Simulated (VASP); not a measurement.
# NaH16BrO8 in VASP: further runs, part 2 of 2

VASP 6.6.1.

### 4 Single point, PBEsol

This run uses another cell than the first one, of 6.22 Å³/atom, 1.067 times its volume.

INCAR

```
ALGO = Normal
EDIFF = 1E-6
ENCUT = 520
GGA = PS
ISIF = 2
ISMEAR = -1
LASPH = True
LCHARG = False
LREAL = Auto
LWAVE = False
NBANDS = 58
NELM = 100
PREC = Accurate
SIGMA = 0.02
```

KPOINTS

```
k-points
0
Gamma
  1 1 1
```

POSCAR

```
NaH16BrO8
1.0
    4.8581500000      0.0000000000      0.0000000000
    0.0000000000      5.2803520000      0.0000000000
    0.0000000000      0.0000000000      6.3061790000
O H Na Br
8 16 1 1
Direct
    0.8127991108      0.5152118647      0.0660304758
    0.8605950825      0.5947141403      0.5741194470
    0.1698383129      0.2134516790      0.7245274833
    0.6085444048      1.1317995467      0.5686169073
    0.3745458662      0.6870564690      0.8278547120
    1.0351471239      0.9477777239      0.3814354144
    0.4853493614      1.0295336372      0.1590979260
    0.8104731225     -0.0418911467      0.8438390347
    0.7972787995      0.5910780190      0.2071777538
    0.6308574252      0.5215182624      0.0282421416
    1.0029126314      0.4645523632      0.5157005534
    0.6715725122      0.5635798523      0.5247868797
    0.3737225075      0.1652920108      0.6968086380
    0.1423381328      0.3861295611      0.7906372464
    0.5012607680      1.1746565380      0.4214596509
    0.7447690993      0.9802755574      0.5863296935
    0.2641128825      0.8089612208      0.7396237880
    0.4669061268      0.8601320518      0.8367666062
    0.9981165670      0.7624491701      0.4413131946
    1.0732892150      1.0928438104      0.4864593917
    0.6546730751      0.9525311949      0.1039139549
    0.3666416228      0.8891263310      0.2328668438
    0.9504440991      0.0711126834      0.7681672214
    0.8843901485     -0.2074482913      0.8980081282
    0.0822329488      0.1716930992      0.0853765807
    0.3375564773      0.5289798862      0.3539702885
```

Potentials or basis: VASP PAW PBE potentials, release 64 (O, H, Na_pv, Br).

Run with:

```
$ cat potpaw_PBE.64/O/POTCAR potpaw_PBE.64/H/POTCAR potpaw_PBE.64/Na_pv/POTCAR potpaw_PBE.64/Br/POTCAR > POTCAR
$ mpirun -np 1 vasp_gam > vasp.out
```

OUTCAR:

```text
EDIFF = 1E-6
   ENCUT = 520
   GGA = PS
   ISIF = 2
   ISMEAR = -1
   LASPH = True
   LREAL = Auto
   NELM = 100
   PREC = Accurate

 ion  position               nearest neighbor table
   1  0.813  0.515  0.066-  10 0.92   9 0.98  25 2.24
   2  0.861  0.595  0.574-  12 0.98  11 1.04  19 1.39
   3  0.170  0.213  0.725-  14 1.01  13 1.04  23 1.33  25 2.33
   4  0.609  0.132  0.569-  16 1.04  15 1.09  13 1.41
   5  0.375  0.687  0.828-  17 1.01  18 1.02
   6  0.035  0.948  0.381-  20 1.03  19 1.06  25 2.22
   7  0.485  0.030  0.159-  21 0.98  22 1.05  25 2.15
   8  0.810  0.958  0.844-  24 1.00  23 1.02  25 2.31
   9  0.797  0.591  0.207-   1 0.98
  10  0.631  0.522  0.028-   1 0.92
  11  0.003  0.465  0.516-   2 1.04
  12  0.672  0.564  0.525-   2 0.98
  13  0.374  0.165  0.697-   3 1.04   4 1.41
  14  0.142  0.386  0.791-   3 1.01
  15  0.501  0.175  0.421-   4 1.09
  16  0.745  0.980  0.586-   4 1.04
  17  0.264  0.809  0.740-   5 1.01
  18  0.467  0.860  0.837-   5 1.02
  19  0.998  0.762  0.441-   6 1.06   2 1.39
  20  0.073  0.093  0.486-   6 1.03
  21  0.655  0.953  0.104-   7 0.98
  22  0.367  0.889  0.233-   7 1.05
  23  0.950  0.071  0.768-   8 1.02   3 1.33
  24  0.884  0.793  0.898-   8 1.00
  25  0.082  0.172  0.085-   7 2.15   6 2.22   1 2.24   8 2.31   3 2.33
  26  0.338  0.529  0.354-

  LATTYP: Found a simple orthorhombic cell.
 ALAT       =     4.8581500000
 B/A-ratio  =     1.0869059210
 C/A-ratio  =     1.2980618137

  Lattice vectors:

 A1 = (   4.8581500000,   0.0000000000,   0.0000000000)
 A2 = (   0.0000000000,   5.2803520000,   0.0000000000)
 A3 = (   0.0000000000,   0.0000000000,   6.3061790000)

Analysis of symmetry for initial positions (statically):
=====================================================================
 Subroutine PRICEL returns:
 Original cell was already a primitive cell.

[... 166 lines left out ...]
  volume/ion in A,a.u.               =       6.22        41.99
  Fermi-wavevector in a.u.,A,eV,Ry     =   1.283728  2.425894 22.421823  1.647957
  Thomas-Fermi vector in A             =   2.415964
   LORBIT       =      0    0 simple, 1 ext, 2 COOP (PROOUT), +10 PAW based schemes
   GGA     = PS    functional components
   LHFCALC =     F    Hartree Fock is set to
   AEXX    =    0.0000 exact exchange contribution
   IVDW    =     0    specifies the selected vdW correction
   LEPSILON=     F    determine dielectric tensor
   LRPA    =     F    only Hartree local field effects (RPA)
 non-spin polarized calculation
  energy-cutoff  :      520.00
  volume of cell :      161.77
 maximum number of plane-waves:      2180
   NGX = 19   NGY = 19   NGZ = 23

 number of electron      77.9999994 magnetization

 Free energy of the ion-electron system (eV)
  ---------------------------------------------------
  ext. energy  EPLUGINS =         0.00000000
  ---------------------------------------------------
  free energy    TOTEN  =      -118.32095871 eV

  energy without entropy =     -118.32095871  energy(sigma->0) =     -118.32095871

 E-fermi :   1.6899     XC(G=0): -10.0844

 val. band max:        1.1441466991   @ k =   0.0000   0.0000   0.0000
 cond. band min:       5.2618137422   @ k =   0.0000   0.0000   0.0000
 fundamental gap:      4.1176670431
 Fermi energy:         1.6898957394

 k-point     1 :       0.0000    0.0000    0.0000
  band No.  band energies     occupation
      1     -20.5527      2.00000
      2     -20.3252      2.00000
      3     -20.2502      2.00000
      4     -20.1053      2.00000
      5     -19.5971      2.00000
      6     -18.8389      2.00000
[... 43 lines left out ...]
     50      11.0335      0.00000
     51      11.2145      0.00000
 [bands above 51 left out]

------------------------ aborting loop because EDIFF is reached ----------------------------------------

  FORCE on cell =-STRESS in cart. coord.  units (eV):
  Direction    XX          YY          ZZ          XY          YZ          ZX
  --------------------------------------------------------------------------------------
  -------------------------------------------------------------------------------------
  Total       20.7500453      8.3894524     17.6072079      1.0952191     -0.9255033     -0.1160606
  in kB      205.5083832     83.0891105    174.3817313     10.8470461     -9.1661820     -1.1494642
  external PRESSURE =     154.3264083 kB  Pullay stress =       0.0000000 kB

 VOLUME and BASIS-vectors are now :
 -----------------------------------------------------------------------------
  energy-cutoff  :      520.00
  volume of cell :      161.77
      direct lattice vectors                 reciprocal lattice vectors
     4.858150000  0.000000000  0.000000000     0.205839671  0.000000000  0.000000000
     0.000000000  5.280352000  0.000000000     0.000000000  0.189381314  0.000000000
     0.000000000  0.000000000  6.306179000     0.000000000  0.000000000  0.158574630

 POSITION                                       TOTAL-FORCE (eV/Angst)
 -----------------------------------------------------------------------------------
      3.94870      2.72050      0.41640         3.830245      0.378204      1.033602
      4.18090      3.14030      3.62050         1.681479     -1.032011      0.532510
      0.82510      1.12710      4.56900        -0.444374      1.860190      1.092913
      2.95640      0.69595      3.58580        -1.362247     -0.440069     -1.529758
      1.81960      3.62790      5.22060        -0.832160      2.662284     -0.678259
      0.17075      5.00460      2.40540         0.217384      1.717870     -0.583562
[... 18 lines left out ...]
      0.39950      0.90660      0.53840        -0.193090      0.287243      0.416776
      1.63990      2.79320      2.23220         0.790300     -1.112473     -1.463866
 -----------------------------------------------------------------------------------
    total drift:                                0.015495     -0.005341      0.001621

  FREE ENERGIE OF THE ION-ELECTRON SYSTEM (eV)
  ---------------------------------------------------
  free  energy   TOTEN  =      -118.3209587096 eV

  energy  without entropy=     -118.3209587096  energy(sigma->0) =     -118.32095871
```

Run time: 14 s. Hardware: 1 thread of AMD EPYC 9R45 (Zen 5), shared host; peak memory 0.2 GiB.

What came out:

| Item | Value |
| --- | --- |
| Free energy | -118.3210 eV |
| Pressure | 15.4 GPa |
| Largest force | 4.258 eV/Å |
| Band gap on the k mesh | 4.12 eV |

Forces on the atoms (eV/Å):
```
O    3.830  0.378  1.034
O    1.681 -1.032  0.533
O   -0.444  1.860  1.093
O   -1.362 -0.440 -1.530
O   -0.832  2.662 -0.678
O    0.217  1.718 -0.584
O   -0.558 -0.906  0.242
O    0.125 -1.380  2.336
H    0.378 -0.132  0.225
H   -3.977 -0.267 -1.500
H   -1.429  0.679  0.610
H   -0.774 -0.558  0.121
H    1.273  0.569 -0.750
H    0.541 -0.683 -0.932
H    1.987 -1.062  1.402
H   -2.319  1.420 -0.998
H   -1.349 -2.106 -0.700
H    2.079 -1.314  1.578
H   -0.378  1.908  0.611
H   -0.301 -1.573 -0.834
H   -0.428  0.181  0.030
H    1.129  0.997 -0.518
H    0.297 -0.362  0.779
H    0.018  0.269 -0.523
Na  -0.193  0.287  0.417
Br   0.790 -1.112 -1.464
```

Caveat: the k points lie up to 1.29 Å⁻¹ apart; the PAW data sets were made with another functional, which shifts forces and pressure a little.

### 5 Overview

```csv
cell,gap on the mesh (eV),pressure (GPa),largest force (eV/Å)
"a = 5.056, b = 5.297, c = 5.663 Å, 26 atoms",4.81,23.7,2.60
"a = 5.005, b = 4.788, c = 6.618 Å, 26 atoms",4.15,17.1,4.76
"a = 4.858, b = 5.280, c = 6.306 Å, 26 atoms",4.12,15.4,4.26
```

Alike in all rows: task single point; level PBEsol; potentials or basis VASP PAW PBE potentials, release 64 (O, H, Na_pv, Br); no spin polarisation; k mesh 1 × 1 × 1; cutoff (eV) 520; smearing fermi-dirac 0.02 eV.

Caveats: all runs use coarse meshes; the PAW data sets were made with another functional, which shifts forces and pressure a little.

Total energies depend on the potentials used, so only differences within one code and one set of settings carry meaning.
